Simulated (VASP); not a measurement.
Set up this calculation in VASP 6.6.1, as the native input.

| Item | Value |
| --- | --- |
| Task | single point |
| Functional | PBE |
| Potentials or basis | VASP PAW PBE potentials, release 64 (Ga_d, Sn_d) |
| Cutoff | 520 eV |
| k mesh | 16 × 16 × 16 |
| Occupations | gaussian, width 0.1 eV |
| Spin | no spin polarisation |
| Dipole correction | no |
| k mesh for the DOS | 24 × 24 × 24 |
| Occupations for the DOS | tetrahedron |
| Further INCAR settings | ALGO = Fast; EDIFF = 1e-07 |

GaSn:

```xyz
2
Lattice="0.0000 2.9004 2.9004 2.9004 0.0000 2.9004 2.9004 2.9004 0.0000" Properties=species:S:1:pos:R:3 pbc="T T T"
Ga    2.9004    2.9004    2.9004
Sn    0.0000    0.0000    0.0000
```

These files were run (other wordings do the same):

POSCAR

```
GaSn
1.0
    0.0000000000      2.9003789511      2.9003789511
    2.9003789511      0.0000000000      2.9003789511
    2.9003789511      2.9003789511      0.0000000000
Ga Sn
1 1
Direct
    0.5000000000      0.5000000000      0.5000000000
    0.0000000000      0.0000000000      0.0000000000
```

INCAR.step1

```
SYSTEM = GaSn
  PREC = Accurate
  ENCUT = 520
  EDIFF = 1E-7
  ISMEAR = 0
  SIGMA = 0.1
  LREAL = .FALSE.
  LASPH = .TRUE.
  NELM = 80
  ALGO = Fast
  ISIF = 2
  LWAVE = .FALSE.
  LCHARG = .TRUE.
  GGA = PE
  NBANDS = 20
```

KPOINTS.step1

```
regular mesh
0
G
  16 16 16
  0 0 0
```

INCAR.step2

```
SYSTEM = GaSn
  PREC = Accurate
  ENCUT = 520
  EDIFF = 1E-7
  ISMEAR = -5
  SIGMA = 0.1
  LREAL = .FALSE.
  LASPH = .TRUE.
  NELM = 80
  ALGO = Fast
  ISIF = 2
  LWAVE = .FALSE.
  LCHARG = .FALSE.
  GGA = PE
  LORBIT = 11
  NEDOS = 1001
  ICHARG = 11
```

KPOINTS.step2

```
regular mesh
0
G
  24 24 24
  0 0 0
```

Potentials or basis: VASP PAW PBE potentials, release 64 (Ga_d, Sn_d).

Command:

```bash
$ cat potpaw_PBE.64/Ga_d/POTCAR potpaw_PBE.64/Sn_d/POTCAR > POTCAR
$ cp INCAR.step1 INCAR
$ cp KPOINTS.step1 KPOINTS
$ mpirun -np 1 vasp_std > vasp.out
$ cp INCAR.step2 INCAR
$ cp KPOINTS.step2 KPOINTS
$ mpirun -np 1 vasp_std > vasp.out
```

It gave:

| Property | Result |
| --- | --- |
| Valence electrons inside the program's atomic spheres | Ga 11.55; Sn 12.21 |

Wall time 3.8 min on 1 thread of Intel(R) Xeon(R) Platinum 8488C (Sapphire Rapids), with other jobs on the host, peak memory 0.48 GiB.
